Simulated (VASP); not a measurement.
Set up this calculation in VASP 6.6.1, as the native input.

- Task: single point
- Functional: PBEsol
- Potentials or basis: VASP PAW PBE potentials, release 64 (In_d, Se)
- Cutoff: 500 eV
- k mesh: 6 × 6 × 6
- Occupations: gaussian, width 0.1 eV
- Spin: no spin polarisation
- Dipole correction: no
- Further INCAR settings: ALGO = Normal; EDIFF = 1e-06; NBANDS = 16

The structure of InSe lies in POSCAR:

```
InSe
1.0
    0.0000000000      2.5367984864      2.5367984864
    2.5367984864      0.0000000000      2.5367984864
    2.5367984864      2.5367984864      0.0000000000
In Se
1 1
Direct
    0.0000000000      0.0000000000      0.0000000000
    0.5000000000      0.5000000000      0.5000000000
```

One way to write it, as run:

INCAR

```
SYSTEM = InSe
ALGO = Normal ; EDIFF = 1E-6
ENCUT = 500 ; GGA = PS
GGA_COMPAT = .FALSE. ; ISIF = 2
ISMEAR = 0 ; LASPH = .TRUE.
LCHARG = .FALSE. ; LREAL = .FALSE.
LWAVE = .FALSE. ; NBANDS = 16
NELM = 120 ; PREC = Accurate
SIGMA = 0.1
```

KPOINTS

```
k-points
0
G
  6 6 6
  0 0 0
```

Potentials or basis: VASP PAW PBE potentials, release 64 (In_d, Se).

The run is started by

```bash
$ cat potpaw_PBE.64/In_d/POTCAR potpaw_PBE.64/Se/POTCAR > POTCAR
$ mpirun -np 1 vasp_std > vasp.out
```

Results of the run:

* Pressure: 61.5 GPa

Caveat: the PAW data sets were made with another functional, which shifts forces and pressure a little.

Wall time 9.9 s on 1 thread of Intel Xeon 6975P-C (shared host), peak memory 0.16 GiB.
